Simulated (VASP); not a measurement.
# HfC (P6_3/mmc) in VASP: single point with PBE-based screened hybrid with 20 % exact exchange

Aim: the single point of HfC with PBE-based screened hybrid with 20 % exact exchange.

Everything below comes from runs of VASP 6.6.1. Logs are shortened: lines on timing, memory, paths and dates and some standing lists are left out, and cuts for length are marked.

**1. The cell of the first run**

It takes space group P6_3/mmc (No. 194, hexagonal). The conventional cell has a = 3.343 Å, b = 3.343 Å, c = 5.203 Å, α = 90.00°, β = 90.00°, γ = 120.00°. Hf (site symmetry -6m2) has 6 C at 2.33 Å within 3.1 Å. C (site symmetry -3m) has 6 Hf at 2.33 Å and 2 C at 2.60 Å within 3.1 Å.

**2. Single point, PBE-based screened hybrid with 20 % exact exchange**

POSCAR reads:

```
HfC
1.0
    3.3428660531      0.0000000000      0.0000000000
   -1.6714330265      2.8950069234      0.0000000000
    0.0000000000      0.0000000000      5.2027140000
Hf C
2 2
Direct
    0.3333333333      0.6666666667      0.2500000000
    0.6666666667      0.3333333333      0.7500000000
    0.0000000000      0.0000000000      0.5000000000
    0.0000000000      0.0000000000      0.0000000000
```

INCAR.step1 reads:

```
ALGO = Normal
EDIFF = 1E-5
ENCUT = 520
GGA = PE
ISIF = 2
ISMEAR = -1
LASPH = T
LREAL = F
LWAVE = T
NBANDS = 22
NELM = 80
PREC = Accurate
SIGMA = 0.05
```

INCAR.step2 reads:

```
AEXX = 0.2
ALGO = Normal
EDIFF = 1E-6
ENCUT = 520
GGA = PE
HFSCREEN = 0.2
ISIF = 2
ISMEAR = -1
ISTART = 1
LASPH = T
LCHARG = T
LELF = T
LHFCALC = T
LREAL = F
LVHAR = T
LWAVE = F
NBANDS = 22
NELM = 80
PREC = Accurate
PRECFOCK = Normal
SIGMA = 0.05
```

KPOINTS reads:

```
k-points
0
Gamma
  5 5 3
```

Potentials or basis: VASP PAW PBE potentials, release 64 (Hf_pv, C).

Run with:

```
$ cat potpaw_PBE.64/Hf_pv/POTCAR potpaw_PBE.64/C/POTCAR > POTCAR
$ cp INCAR.step1 INCAR
$ mpirun -np 1 vasp_std > vasp.out
$ cp INCAR.step2 INCAR
$ mpirun -np 1 vasp_std > vasp.out
```

OUTCAR:

```text
AEXX = 0.2
   EDIFF = 1E-6
   ENCUT = 520
   GGA = PE
   HFSCREEN = 0.2
   ISIF = 2
   ISMEAR = -1
   ISTART = 1
   LASPH = T
   LHFCALC = T
   LREAL = F
   NELM = 80
   PREC = Accurate
   PRECFOCK = Normal

 ion  position               nearest neighbor table
   1  0.333  0.667  0.250-   3 2.33   4 2.33   3 2.33   4 2.33   3 2.33   4 2.33   2 3.24   2 3.24
                             2 3.24   2 3.24   2 3.24   2 3.24
   2  0.667  0.333  0.750-   3 2.33   4 2.33   3 2.33   4 2.33   3 2.33   4 2.33   1 3.24   1 3.24
                             1 3.24   1 3.24   1 3.24   1 3.24
   3  0.000  0.000  0.500-   1 2.33   2 2.33   1 2.33   2 2.33   2 2.33   1 2.33
   4  0.000  0.000  0.000-   1 2.33   2 2.33   1 2.33   2 2.33   2 2.33   1 2.33

  LATTYP: Found a hexagonal cell.
 ALAT       =     3.3428660531
 C/A-ratio  =     1.5563632875

  Lattice vectors:

 A1 = (   3.3428660531,   0.0000000000,   0.0000000000)
 A2 = (  -1.6714330265,   2.8950069234,   0.0000000000)
 A3 = (   0.0000000000,   0.0000000000,   5.2027140000)

Analysis of symmetry for initial positions (statically):
=====================================================================
 Subroutine PRICEL returns:
 Original cell was already a primitive cell.

 Routine SETGRP: Setting up the symmetry group for a
 hexagonal supercell.

 Subroutine GETGRP returns: Found 24 space group operations
 (whereof 12 operations were pure point group operations)
 out of a pool of 24 trial point group operations.

The static configuration has the point symmetry D_3d.
 The point group associated with its full space group is D_6h.

Analysis of symmetry for dynamics (positions and initial velocities):
=====================================================================
 Subroutine PRICEL returns:
 Original cell was already a primitive cell.

 Routine SETGRP: Setting up the symmetry group for a
 hexagonal supercell.

 Subroutine GETGRP returns: Found 24 space group operations
 (whereof 12 operations were pure point group operations)
 out of a pool of 24 trial point group operations.

The dynamic configuration has the point symmetry D_3d.
 The point group associated with its full space group is D_6h.

 Subroutine INISYM returns: Found 24 space group operations
 (whereof 12 operations are pure point group operations),
 and found     1 'primitive' translations

[... 89 lines left out ...]
   ISIF   =      2    stress and relaxation
   ISYM   =      3    0-nonsym 1-usesym 2-fastsym
   POTIM  = 0.5000    time-step for ionic-motion
   TEBEG  =    0.0;   TEEND  =   0.0 temperature during run
   PSTRESS=    0.0 pullay stress
   NELECT =      28.0000    total number of electrons
   NUPDOWN=      -1.0000    fix difference up-down
   EMIN   =  10.00;   EMAX   =-10.00  energy-range for DOS
   EFERMI =   0.00;   METHOD = LEGACY
   ISMEAR =    -1;   SIGMA  =   0.05  broadening in eV -4-tet -1-fermi 0-gaus
   EFERMI_NEDOS =   21; number of points for ismear=-14 and -15
   IALGO  =     38    algorithm
   IMIX   =      1    mixing-type and parameters
     AMIX     =   0.40;   BMIX     =  1.00
     AMIX_MAG =   1.60;   BMIX_MAG =  1.00
  volume/ion in A,a.u.               =      12.59        84.94
  Fermi-wavevector in a.u.,A,eV,Ry     =   1.346257  2.544057 24.659309  1.812408
  Thomas-Fermi vector in A             =   2.474104
   LORBIT       =      0    0 simple, 1 ext, 2 COOP (PROOUT), +10 PAW based schemes
   GGA     = PE    functional components
   LHFCALC =     T    Hartree Fock is set to
   PRECFOCK=normal    Normal, Fast or Accurate (Low or Medium for compatibility)
   ENCUT4O =  -1.0   cutoff for four orbital integrals eV
   NKREDX  =     1    reduce k-point grid by
   NKREDY  =     1    reduce k-point grid by
   NKREDZ  =     1    reduce k-point grid by
   AEXX    =    0.2000 exact exchange contribution
   HFSCREEN=    0.2000 screening length (either q_TF or 0.3 A-1)
   HFSCREENC=   0.2000 screening length for correlation (either q_TF or 0.3 A-1)
   ENCUTFOCK=  -1.0 apply spherical cutoff to Coloumb kernel
   IVDW    =     0    specifies the selected vdW correction
   LEPSILON=     F    determine dielectric tensor
   LRPA    =     F    only Hartree local field effects (RPA)
 non-spin polarized calculation
  energy-cutoff  :      520.00
  volume of cell :       50.35
 maximum number of plane-waves:      1375
 NGX is ok and might be reduce to    28
  NGX = 20; NGY = 20; NGZ = 30

 number of electron      28.0000002 magnetization

 Free energy of the ion-electron system (eV)
  ---------------------------------------------------
  ext. energy  EPLUGINS =         0.00000000
  ---------------------------------------------------
  free energy    TOTEN  =       -46.02323394 eV

  energy without entropy =      -46.01818860  energy(sigma->0) =      -46.02071127

 E-fermi :   6.3464     XC(G=0): -10.4939

 val. band max:        6.0967722261   @ k =   0.4000   0.2000   0.0000
 cond. band min:       6.4641182582   @ k =   0.2000   0.2000   0.3333
 fundamental gap:      0.3673460321
 Fermi energy:         6.3464033862

 k-point     1 :       0.0000    0.0000    0.0000
  band No.  band energies     occupation
      1     -26.2246      2.00000
      2     -25.5782      2.00000
      3     -25.5782      2.00000
      4     -25.4908      2.00000
      5     -25.4908      2.00000
      6     -25.4084      2.00000
[... 239 lines left out ...]
     21      14.1991      0.00000
     22      14.4866      0.00000

------------------------ aborting loop because EDIFF is reached ----------------------------------------

  FORCE on cell =-STRESS in cart. coord.  units (eV):
  Direction    XX          YY          ZZ          XY          YZ          ZX
  --------------------------------------------------------------------------------------
  -------------------------------------------------------------------------------------
  Total       -2.0725406     -2.0725406     -0.7916496     -0.0000000      0.0000000      0.0000000
  in kB      -65.9500453    -65.9500453    -25.1909802     -0.0000000      0.0000000      0.0000000
  external PRESSURE =     -52.3636902 kB  Pullay stress =       0.0000000 kB

 VOLUME and BASIS-vectors are now :
 -----------------------------------------------------------------------------
  energy-cutoff  :      520.00
  volume of cell :       50.35
      direct lattice vectors                 reciprocal lattice vectors
     3.342866053  0.000000000  0.000000000     0.299144502  0.172711159  0.000000000
    -1.671433026  2.895006923  0.000000000     0.000000000  0.345422317  0.000000000
     0.000000000  0.000000000  5.202714000     0.000000000  0.000000000  0.192207375

 POSITION                                       TOTAL-FORCE (eV/Angst)
 -----------------------------------------------------------------------------------
     -0.00000      1.93000      1.30068        -0.000000     -0.000000     -0.000000
      1.67143      0.96500      3.90204         0.000000      0.000000      0.000000
      0.00000      0.00000      2.60136        -0.000000      0.000000     -0.000000
      0.00000      0.00000      0.00000        -0.000000      0.000000     -0.000000
 -----------------------------------------------------------------------------------
    total drift:                                0.000000      0.000000     -0.000000

  FREE ENERGIE OF THE ION-ELECTRON SYSTEM (eV)
  ---------------------------------------------------
  free  energy   TOTEN  =       -46.0232339360 eV

  energy  without entropy=      -46.0181885972  energy(sigma->0) =      -46.02071127
```

OSZICAR.step1:

```text
N       E                     dE             d eps       ncg     rms          rms(c)
DAV:   1     0.849026565057E+02    0.84903E+02   -0.15427E+04   440   0.124E+03
DAV:   2    -0.421285101876E+02   -0.12703E+03   -0.12082E+03   574   0.285E+02
DAV:   3    -0.472094744559E+02   -0.50810E+01   -0.50394E+01   554   0.411E+01
DAV:   4    -0.472707727509E+02   -0.61298E-01   -0.61167E-01   550   0.483E+00
DAV:   5    -0.472714931282E+02   -0.72038E-03   -0.72026E-03   592   0.427E-01    0.750E+01
DAV:   6    -0.416176214396E+02    0.56539E+01   -0.45513E+01   518   0.236E+01    0.560E+01
DAV:   7    -0.413923308500E+02    0.22529E+00   -0.32043E+00   488   0.821E+00    0.272E+01
DAV:   8    -0.413666267564E+02    0.25704E-01   -0.15743E-01   542   0.267E+00    0.546E+00
DAV:   9    -0.413455856909E+02    0.21041E-01   -0.19460E-01   506   0.159E+00    0.354E+00
DAV:  10    -0.413433849345E+02    0.22008E-02   -0.64504E-03   532   0.456E-01    0.122E+00
DAV:  11    -0.413423069610E+02    0.10780E-02   -0.45828E-03   512   0.272E-01    0.417E-01
DAV:  12    -0.413422902605E+02    0.16700E-04   -0.26682E-04   586   0.777E-02    0.185E-02
DAV:  13    -0.413422919257E+02   -0.16651E-05   -0.80739E-06   342   0.135E-02
   1 F= -.41342292E+02 E0= -.41338947E+02  d E =-.668981E-02
```

Wall time 21 min (1 thread of Intel Xeon Platinum 8488C (Sapphire Rapids), shared host); peak memory 0.29 GiB.

Results:

```yaml
Free_energy: -46.0232 eV
Pressure: -5.2 GPa
Band_gap_on_the_k_mesh: zero (bands 14 and 15 overlap by 1.22 eV)
```

Caveat: the k points lie up to 0.43 Å⁻¹ apart, too coarse for converged energies and pressures of a metal; the PAW data sets were made with another functional, which shifts forces and pressure a little; spin-orbit coupling is left out, which moves the levels of the heavy elements.
